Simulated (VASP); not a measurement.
Ta, 1 atom in the cell. The structure is cubic, space group Im-3m (No. 229). The conventional cell has a = 3.253 Å, b = 3.253 Å, c = 3.253 Å, α = 90.00°, β = 90.00°, γ = 90.00°. Ta (site symmetry m-3m) has 14 Ta at 2.82 to 3.25 Å within 3.7 Å. 

| Item | Value |
| --- | --- |
| Program | VASP 6.6.1 |
| Task | single point |
| Functional | LDA |
| Potentials or basis | VASP PAW LDA potentials, release 64 (Ta_pv) |
| Cutoff | 520 eV |
| k mesh | 11 × 11 × 11 |
| Occupations | fermi-dirac, width 0.05 eV |
| Spin | no spin polarisation |
| Dipole correction | no |
| Further INCAR settings | ALGO = Normal; EDIFF = 1e-06; NBANDS = 12 |

Potentials or basis: VASP PAW LDA potentials, release 64 (Ta_pv).

Run with:

```sh
$ cat potpaw_LDA.64/Ta_pv/POTCAR > POTCAR
$ mpirun -np 1 vasp_std > vasp.out
```

Hardware: 1 thread of Intel(R) Xeon(R) Platinum 8375C CPU @ 2.90GHz (Ice Lake), with other jobs on the host.

Estimate the wall time of this run.

Wall time 4.7 s on 1 thread of Intel(R) Xeon(R) Platinum 8375C CPU @ 2.90GHz (Ice Lake), with other jobs on the host, peak memory 0.13 GiB. Counts: scf iterations 10, k points 56.
